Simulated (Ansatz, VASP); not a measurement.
## Two plane-wave programs on Mg5Te2

```
Mg Te
1.0
     4.10205    0.00000    0.00000
    -2.05102    3.55248    0.00000
     0.00000    0.00000   13.43780
Mg Te
5 2
Direct
  0.33333 0.66667 0.73991
  0.66667 0.33333 0.58238
  0.66667 0.33333 0.26009
  0.33333 0.66667 0.41762
  0.00000 0.00000 0.00000
  0.66667 0.33333 0.86721
  0.33333 0.66667 0.13279
```

Alike in both runs: functional PBE; k mesh 5 × 5 × 2; occupations gaussian, width 0.2 eV; no spin polarisation.

Ansatz relaxed the structure, and its values are those at the end. VASP's run is a single point on that final structure, the one shown.

|  | VASP | Ansatz |
| --- | --- | --- |
| version | VASP 6.6.1 | Ansatz 0.2.0 |
| potentials or method | VASP PAW PBE potentials, release 64 (Mg, Te), cutoff 520 eV | scalar-relativistic, plane waves, PAW |
| valence electrons in the cell | 22 | 82 |

Ansatz gave:

| Property | Result |
| --- | --- |
| gap on the k mesh at the Fermi level (eV) | none |
| pressure (GPa) | 0.3 |
| rms of the force components (eV/Å) | 0.012 |

Question: Which values does VASP return?

Answer: gap on the k mesh at the Fermi level (eV): none; pressure (GPa): 0.2; rms of the force components (eV/Å): 0.011.

A gap of «none» marks a metal or a gap that the smearing closes. VASP's potentials hold 22 valence electrons a cell and Ansatz's 82, so a difference there can come from the potentials and not from the codes.

Spin-orbit coupling is off throughout.
